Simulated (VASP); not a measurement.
Here is a VASP 6.6.1 calculation.

File INCAR:

```
PREC = Accurate ; ENCUT = 500
EDIFF = 1E-6 ; ISMEAR = 0
SIGMA = 0.02 ; LREAL = F
LASPH = T ; NELM = 120
ALGO = Normal ; ISIF = 2
LWAVE = F ; LCHARG = F
GGA = PE ; NBANDS = 16
GGA_COMPAT = F
```

File KPOINTS:

```
regular mesh
0
Gamma
  12 12 12
```

Contents of POSCAR:

```
GaAs
1.0
    0.0000000000      2.6669124071      2.6669124071
    2.6669124071      0.0000000000      2.6669124071
    2.6669124071      2.6669124071      0.0000000000
Ga As
1 1
Direct
    0.0000000000      0.0000000000      0.0000000000
    0.2500000000      0.2500000000      0.2500000000
```

Potentials or basis: VASP PAW PBE potentials, release 64 (Ga_d, As).

Run with:

```bash
$ cat potpaw_PBE.64/Ga_d/POTCAR potpaw_PBE.64/As/POTCAR > POTCAR
$ mpirun -np 1 vasp_std > vasp.out
```

Q: Estimate the pressure.

A: 23.1 GPa.

Q: What does it give for the band gap on the k mesh?

A: 1.07 eV (least direct gap 1.91 eV).

Caveat: the cell stands under pressure. A k mesh can miss the band edges.
